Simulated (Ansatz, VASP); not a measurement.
## One calculation of ZnO, two programs

```
CELL_PARAMETERS angstrom
3.18737 0.00000 0.00000
-1.59369 2.76034 0.00000
0.00000 0.00000 5.15279
ATOMIC_POSITIONS crystal
Zn 0.33333 0.66667 0.00228
Zn 0.66667 0.33333 0.50228
O 0.33333 0.66667 0.38072
O 0.66667 0.33333 0.88072
```

Alike in both runs: functional LDA; k mesh 9 × 9 × 6; occupations gaussian, width 0.02 eV; no spin polarisation.

Ansatz relaxed the structure, and its values are those at the end. VASP's run is a single point on that final structure, the one shown.

|  | VASP | Ansatz |
| --- | --- | --- |
| version | VASP 6.6.1 | Ansatz 0.2.0 |
| potentials or method | VASP PAW LDA potentials, release 64 (Zn, O), cutoff 520 eV | scalar-relativistic, plane waves, PAW |
| valence electrons in the cell | 36 | 36 |

Ansatz gave:

* gap on the k mesh at the Fermi level (eV): 0.79
* least direct gap on the mesh (eV): 0.79
* pressure (GPa): 0.0

Question: Estimate VASP's values.

Answer: gap on the k mesh at the Fermi level (eV): 0.81; least direct gap on the mesh (eV): 0.81; pressure (GPa): 1.3.

Ansatz warns that its potentials were made for another functional, while VASP's fit it. LDA's correlation is that of Perdew and Zunger in VASP and of Perdew and Wang (1992) in Ansatz.
